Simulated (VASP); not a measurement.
# ZnCu (Pm-3m) in VASP: a series of runs

Runs on ZnCu. Level: PBEsol. Tasks: single point.

All numbers are computed with VASP 6.6.1; they aren't measurements. Logs are shortened: lines on timing, memory, paths and dates and some standing lists are left out, and cuts for length are marked.

## Step 1: The cell of the first run

It takes space group Pm-3m (No. 221, cubic). Conventional cell: a = 2.945 Å, b = 2.945 Å, c = 2.945 Å, α = 90.00°, β = 90.00°, γ = 90.00°. Within 3.4 Å of Zn (site symmetry m-3m) lie 8 Cu at 2.55 Å and 6 Zn at 2.94 Å. Cu (site symmetry m-3m) has 8 Zn at 2.55 Å and 6 Cu at 2.94 Å within 3.4 Å.

## Step 2: Single point, PBEsol

Contents of INCAR:

```
SYSTEM = ZnCu
ALGO = Normal
EDIFF = 1E-6
ENCUT = 520
GGA = PS
ISIF = 2
ISMEAR = 0
LASPH = .True.
LCHARG = .False.
LREAL = .False.
LWAVE = .False.
NBANDS = 18
NELM = 60
PREC = Accurate
SIGMA = 0.1
```

Contents of KPOINTS:

```
k-points
0
Gamma
  14 14 14
  0 0 0
```

Contents of POSCAR:

```
ZnCu
1.0
    2.9450000000      0.0000000000      0.0000000000
    0.0000000000      2.9450000000      0.0000000000
    0.0000000000      0.0000000000      2.9450000000
Zn Cu
1 1
Direct
    0.5000000000      0.5000000000      0.5000000000
    0.0000000000      0.0000000000      0.0000000000
```

Potentials or basis: VASP PAW PBE potentials, release 64 (Zn, Cu).

The run is started by

```sh
> cat potpaw_PBE.64/Zn/POTCAR potpaw_PBE.64/Cu/POTCAR > POTCAR
> mpirun -np 1 vasp_std > vasp.out
```

OUTCAR:

```text
SYSTEM = ZnCu
   EDIFF = 1E-6
   ENCUT = 520
   GGA = PS
   ISIF = 2
   ISMEAR = 0
   LASPH = .True.
   LREAL = .False.
   NELM = 60
   PREC = Accurate

 ion  position               nearest neighbor table
   1  0.500  0.500  0.500-   2 2.55   2 2.55   2 2.55   2 2.55   2 2.55   2 2.55   2 2.55   2 2.55

   2  0.000  0.000  0.000-   1 2.55   1 2.55   1 2.55   1 2.55   1 2.55   1 2.55   1 2.55   1 2.55

  LATTYP: Found a simple cubic cell.
 ALAT       =     2.9450000000

  Lattice vectors:

 A1 = (   2.9450000000,   0.0000000000,   0.0000000000)
 A2 = (   0.0000000000,   2.9450000000,   0.0000000000)
 A3 = (   0.0000000000,   0.0000000000,   2.9450000000)

Analysis of symmetry for initial positions (statically):
=====================================================================
 Subroutine PRICEL returns:
 Original cell was already a primitive cell.

 Routine SETGRP: Setting up the symmetry group for a
 simple cubic supercell.

 Subroutine GETGRP returns: Found 48 space group operations
 (whereof 48 operations were pure point group operations)
 out of a pool of 48 trial point group operations.

The static configuration has the point symmetry O_h .

Analysis of symmetry for dynamics (positions and initial velocities):
=====================================================================
 Subroutine PRICEL returns:
 Original cell was already a primitive cell.

 Routine SETGRP: Setting up the symmetry group for a
 simple cubic supercell.

 Subroutine GETGRP returns: Found 48 space group operations
 (whereof 48 operations were pure point group operations)
 out of a pool of 48 trial point group operations.

The dynamic configuration has the point symmetry O_h .

 Subroutine INISYM returns: Found 48 space group operations
 (whereof 48 operations are pure point group operations),
 and found     1 'primitive' translations

----------------------------------------------------------------------------------------

                                     Primitive cell

  volume of cell :      25.5421

  direct lattice vectors                    reciprocal lattice vectors
     2.945000000  0.000000000  0.000000000     0.339558574  0.000000000  0.000000000
     0.000000000  2.945000000  0.000000000     0.000000000  0.339558574  0.000000000
     0.000000000  0.000000000  2.945000000     0.000000000  0.000000000  0.339558574

  length of vectors
     2.945000000  2.945000000  2.945000000     0.339558574  0.339558574  0.339558574

  position of ions in fractional coordinates (direct lattice)
     0.500000000  0.500000000  0.500000000
     0.000000000  0.000000000  0.000000000
[... 71 lines left out ...]
   ISPIN  =      1    spin polarized calculation?
   LNONCOLLINEAR =      F non collinear calculations
   LSORBIT =      F    spin-orbit coupling
   LASPH  =      T    aspherical Exc in radial PAW
   ENCUT  =  520.0 eV  38.22 Ry    6.18 a.u.   5.48  5.48  5.48*2*pi/ulx,y,z
   NELM   =     60;   NELMIN=  2; NELMDL= -5     # of ELM steps
   EDIFF  = 0.1E-05   stopping-criterion for ELM
   LREAL  =      F    real-space projection
[... 7 lines left out ...]
   TEBEG  =    0.0;   TEEND  =   0.0 temperature during run
   PSTRESS=    0.0 pullay stress
   NELECT =      23.0000    total number of electrons
   NUPDOWN=      -1.0000    fix difference up-down
   EMIN   =  10.00;   EMAX   =-10.00  energy-range for DOS
   EFERMI =   0.00;   METHOD = LEGACY
   ISMEAR =     0;   SIGMA  =   0.10  broadening in eV -4-tet -1-fermi 0-gaus
   EFERMI_NEDOS =   21; number of points for ismear=-14 and -15
   IALGO  =     38    algorithm
   IMIX   =      4    mixing-type and parameters
     AMIX     =   0.40;   BMIX     =  1.00
     AMIX_MAG =   1.60;   BMIX_MAG =  1.00
  volume/ion in A,a.u.               =      12.77        86.18
  Fermi-wavevector in a.u.,A,eV,Ry     =   1.580880  2.987429 34.003415  2.499180
  Thomas-Fermi vector in A             =   2.681040
   LORBIT       =      0    0 simple, 1 ext, 2 COOP (PROOUT), +10 PAW based schemes
   GGA     = PS    functional components
   LHFCALC =     F    Hartree Fock is set to
   AEXX    =    0.0000 exact exchange contribution
   IVDW    =     0    specifies the selected vdW correction
   LEPSILON=     F    determine dielectric tensor
   LRPA    =     F    only Hartree local field effects (RPA)
 non-spin polarized calculation
 Gauss-broadening in eV      SIGMA  =   0.10
  energy-cutoff  :      520.00
  volume of cell :       25.54
 maximum number of plane-waves:       715
 NGX is ok and might be reduce to    24
   NGX = 11   NGY = 11   NGZ = 11

 number of electron      23.0000000 magnetization

 Free energy of the ion-electron system (eV)
  ---------------------------------------------------
  ext. energy  EPLUGINS =         0.00000000
  ---------------------------------------------------
  free energy    TOTEN  =        -6.08901192 eV

  energy without entropy =       -6.08748114  energy(sigma->0) =       -6.08824653

 E-fermi :   5.3658     XC(G=0): -12.5656

 val. band max:        5.2692794573   @ k =   0.5000   0.5000   0.2143
 cond. band min:       5.3799798706   @ k =   0.4286   0.3571   0.2143
 fundamental gap:      0.1107004132
 Fermi energy:         5.3657919920

 k-point     1 :       0.0000    0.0000    0.0000
  band No.  band energies     occupation
      1      -5.0026      2.00000
      2      -2.4570      2.00000
      3      -2.4570      2.00000
      4      -1.7589      2.00000
      5      -1.7589      2.00000
      6      -1.7589      2.00000
[... 481 lines left out ...]
      5      -1.8102      2.00000
      6      -1.3058      2.00000
[... 10 lines left out ...]
     17      21.1364      0.00000
     18      22.0880      0.00000

 [... further k-points ...]

------------------------ aborting loop because EDIFF is reached ----------------------------------------

  FORCE on cell =-STRESS in cart. coord.  units (eV):
  Direction    XX          YY          ZZ          XY          YZ          ZX
  --------------------------------------------------------------------------------------
  -------------------------------------------------------------------------------------
  Total       -0.6570855     -0.6570855     -0.6570855      0.0000000      0.0000000     -0.0000000
  in kB      -41.2170184    -41.2170184    -41.2170184      0.0000000      0.0000000     -0.0000000
  external PRESSURE =     -41.2170184 kB  Pullay stress =       0.0000000 kB

 VOLUME and BASIS-vectors are now :
 -----------------------------------------------------------------------------
  energy-cutoff  :      520.00
  volume of cell :       25.54
      direct lattice vectors                 reciprocal lattice vectors
     2.945000000  0.000000000  0.000000000     0.339558574  0.000000000  0.000000000
     0.000000000  2.945000000  0.000000000     0.000000000  0.339558574  0.000000000
     0.000000000  0.000000000  2.945000000     0.000000000  0.000000000  0.339558574

 POSITION                                       TOTAL-FORCE (eV/Angst)
 -----------------------------------------------------------------------------------
      1.47250      1.47250      1.47250         0.000000      0.000000      0.000000
      0.00000      0.00000      0.00000         0.000000      0.000000      0.000000
 -----------------------------------------------------------------------------------
    total drift:                                0.000000      0.000000     -0.000000

  FREE ENERGIE OF THE ION-ELECTRON SYSTEM (eV)
  ---------------------------------------------------
  free  energy   TOTEN  =        -6.0890119159 eV

  energy  without entropy=       -6.0874811398  energy(sigma->0) =       -6.08824653
```

OSZICAR:

```text
N       E                     dE             d eps       ncg     rms          rms(c)
DAV:   1     0.113639875687E+03    0.11364E+03   -0.11271E+04  4728   0.212E+03
DAV:   2    -0.262331706597E+01   -0.11626E+03   -0.11152E+03  4340   0.299E+02
DAV:   3    -0.736343695460E+01   -0.47401E+01   -0.46983E+01  4850   0.756E+01
DAV:   4    -0.740154279751E+01   -0.38106E-01   -0.38090E-01  4952   0.628E+00
DAV:   5    -0.740205433819E+01   -0.51154E-03   -0.51153E-03  4812   0.749E-01    0.103E+01
DAV:   6    -0.724631618087E+01    0.15574E+00   -0.17841E+01  4600   0.100E+02    0.667E+00
DAV:   7    -0.609976416392E+01    0.11466E+01   -0.37483E+00  4674   0.105E+02    0.221E+00
DAV:   8    -0.609868102946E+01    0.10831E-02   -0.17906E-01  5900   0.577E+00    0.124E+00
DAV:   9    -0.608907653855E+01    0.96045E-02   -0.10784E-02  5246   0.219E+00    0.789E-02
DAV:  10    -0.608902258037E+01    0.53958E-04   -0.85828E-04  6524   0.668E-01    0.482E-02
DAV:  11    -0.608901280282E+01    0.97776E-05   -0.10731E-04  5336   0.295E-01    0.108E-02
DAV:  12    -0.608901191592E+01    0.88690E-06   -0.75479E-06  4970   0.557E-02
   1 F= -.60890119E+01 E0= -.60882465E+01  d E =-.153078E-02
```

stdout:

```text
POSCAR found type information on POSCAR ZnCu
 POSCAR found :  2 types and       2 ions
 scaLAPACK will be used
 -----------------------------------------------------------------------------
|                                                                             |
|                                                                             |
|     You enforced a specific xc type in the INCAR file but a different       |
|     I HOPE YOU KNOW WHAT YOU ARE DOING!                                     |
|                                                                             |
 -----------------------------------------------------------------------------

 LDA part: xc-table for (Slater+PW92), standard interpolation
 POSCAR, INCAR and KPOINTS ok, starting setup
 FFT: planning ... GRIDC
 FFT: planning ... GRID_SOFT
 FFT: planning ... GRID
 WAVECAR not read
 entering main loop
```

Wall time 29 s (1 thread of Intel Xeon Platinum 8488C (Sapphire Rapids), shared host); peak memory 0.18 GiB.

Results:

```
Free energy            : -6.0890 eV
Pressure               : -4.1 GPa
Band gap on the k mesh : zero (an odd number of electrons rules out a gap without spin polarisation)
```

Levels at points of the mesh, in eV from the Fermi level:
```
           k point  band 8  band 9  band 10  band 11  band 12  band 13  band 14  band 15  band 16  band 17
(0.00, 0.00, 0.00)   -3.57   -2.73    -2.73    -2.73     6.19     6.19     6.19    11.26    11.26    12.25
(0.50, 0.00, 0.00)   -3.69   -3.28    -3.28    -2.81    -2.01    11.67    11.67    12.30    12.30    13.45
(0.50, 0.50, 0.00)   -2.88   -2.88    -2.49    -1.92    -1.92     1.74     2.08    13.88    15.50    15.50
(0.50, 0.50, 0.50)   -4.30   -2.47    -2.47     3.82     4.32     4.32     4.32     4.50     4.50     4.50
```

Caveat: the cell stands under tension; the PAW data sets were made with another functional, which shifts forces and pressure a little.

## Step 3: Single point, PBEsol (12.66 Å³/atom)

This run uses another cell than the first one, of 12.66 Å³/atom.

Contents of INCAR:

```
PREC     = Accurate       # precision mode
ENCUT    = 520            # plane-wave cutoff, eV
EDIFF    = 1E-7           # SCF threshold, eV
ISMEAR   = 0              # smearing method
SIGMA    = 0.1            # smearing width, eV
LREAL    = False          # projectors in reciprocal space
LASPH    = True           # aspherical terms in the spheres
NELM     = 100            # most SCF steps
ALGO     = Normal         # electronic algorithm
ISIF     = 2              # what is computed and relaxed
LWAVE    = False          # write WAVECAR
LCHARG   = True           # write CHGCAR
GGA      = PS             # functional
LELF     = True           # ELF
LVHAR    = True         
NBANDS   = 18             # bands
```

Contents of KPOINTS:

```
regular mesh
0
Gamma
  14 14 14
```

Contents of POSCAR:

```
ZnCu
1.0
    2.9366724581      0.0000000000      0.0000000000
    0.0000000000      2.9366724581      0.0000000000
    0.0000000000      0.0000000000      2.9366724581
Zn Cu
1 1
Direct
    0.5000000000      0.5000000000      0.5000000000
    0.0000000000      0.0000000000      0.0000000000
```

Potentials or basis: VASP PAW PBE potentials, release 64 (Zn, Cu).

The run is started by

```sh
> cat potpaw_PBE.64/Zn/POTCAR potpaw_PBE.64/Cu/POTCAR > POTCAR
> mpirun -np 1 vasp_std > vasp.out
```

Wall time 42 s (1 thread of Intel Xeon Platinum 8488C (Sapphire Rapids), shared host); peak memory 0.18 GiB.

Results (log left out):

```yaml
Free_energy: -6.0938 eV
Pressure: -3.1 GPa
Band_gap_on_the_k_mesh: zero (an odd number of electrons rules out a gap without spin polarisation)
```

Levels at points of the mesh, in eV from the Fermi level:
| k point | band 9 | band 10 | band 11 | band 12 | band 13 | band 14 | band 15 | band 16 |
| --- | --- | --- | --- | --- | --- | --- | --- | --- |
| (0.00, 0.00, 0.00) | -2.75 | -2.75 | -2.75 | 6.22 | 6.22 | 6.22 | 11.31 | 11.31 |
| (0.50, 0.00, 0.00) | -3.31 | -3.31 | -2.83 | -2.02 | 11.75 | 11.75 | 12.37 | 12.37 |
| (0.50, 0.50, 0.00) | -2.90 | -2.51 | -1.95 | -1.95 | 1.78 | 2.12 | 13.97 | 15.57 |
| (0.50, 0.50, 0.50) | -2.49 | -2.49 | 3.88 | 4.34 | 4.34 | 4.34 | 4.52 | 4.52 |

Caveat: the cell stands under tension; the PAW data sets were made with another functional, which shifts forces and pressure a little.

## Step 4: Single point, PBEsol (13.03 Å³/atom)

This run uses another cell than the first one, of 13.03 Å³/atom.

Contents of INCAR:

```
PREC = Accurate
ENCUT = 520
EDIFF = 1E-6
ISMEAR = 0
SIGMA = 0.1
LREAL = False
LASPH = True
NELM = 100
ALGO = Normal
ISIF = 2
LWAVE = False
LCHARG = False
GGA = PS
NBANDS = 18
```

KPOINTS is that of step 3.

Contents of POSCAR:

```
ZnCu
1.0
    2.9649114256      0.0000000000      0.0000000000
    0.0000000000      2.9649114256      0.0000000000
    0.0000000000      0.0000000000      2.9649114256
Zn Cu
1 1
Direct
    0.5000000000      0.5000000000      0.5000000000
    0.0000000000      0.0000000000      0.0000000000
```

The run is started by

```sh
> cat potpaw_PBE.64/Zn/POTCAR potpaw_PBE.64/Cu/POTCAR > POTCAR
> mpirun -np 1 vasp_std > vasp.out
```

It took 35 s on 1 thread of Intel Xeon Platinum 8488C (Sapphire Rapids), shared host; peak memory 0.18 GiB.

The run converged. Its results:

* Free energy: -6.0722 eV
* Pressure: -6.3 GPa
* Band gap on the k mesh: zero (an odd number of electrons rules out a gap without spin polarisation)

Levels at points of the mesh, in eV from the Fermi level:
```csv
k point,band 8,band 9,band 10,band 11,band 12,band 13,band 14,band 15,band 16,band 17
"(0.00, 0.00, 0.00)",-3.51,-2.69,-2.69,-2.69,6.12,6.12,6.12,11.13,11.13,11.93
"(0.50, 0.00, 0.00)",-3.62,-3.23,-3.23,-2.76,-1.99,11.50,11.50,12.14,12.14,13.32
"(0.50, 0.50, 0.00)",-2.84,-2.84,-2.46,-1.85,-1.85,1.66,2.01,13.67,15.34,15.34
"(0.50, 0.50, 0.50)",-4.21,-2.44,-2.44,3.68,4.27,4.27,4.27,4.44,4.44,4.44
```

Caveat: the cell stands under tension; the PAW data sets were made with another functional, which shifts forces and pressure a little.

## Step 5: The runs side by side

| cell | gap on the mesh (eV) | pressure (GPa) |
| --- | --- | --- |
| a = 2.945 Å, 2 atoms | none | -4.1 |
| a = 2.937 Å, 2 atoms | none | -3.1 |
| a = 2.965 Å, 2 atoms | none | -6.3 |

Alike in all rows: task single point; level PBEsol; potentials or basis VASP PAW PBE potentials, release 64 (Zn, Cu); no spin polarisation; k mesh 14 × 14 × 14; cutoff (eV) 520; smearing gaussian 0.1 eV.

Caveats: the cell stands under tension; the PAW data sets were made with another functional, which shifts forces and pressure a little.

Total energies depend on the potentials used, so only differences within one code and one set of settings carry meaning.
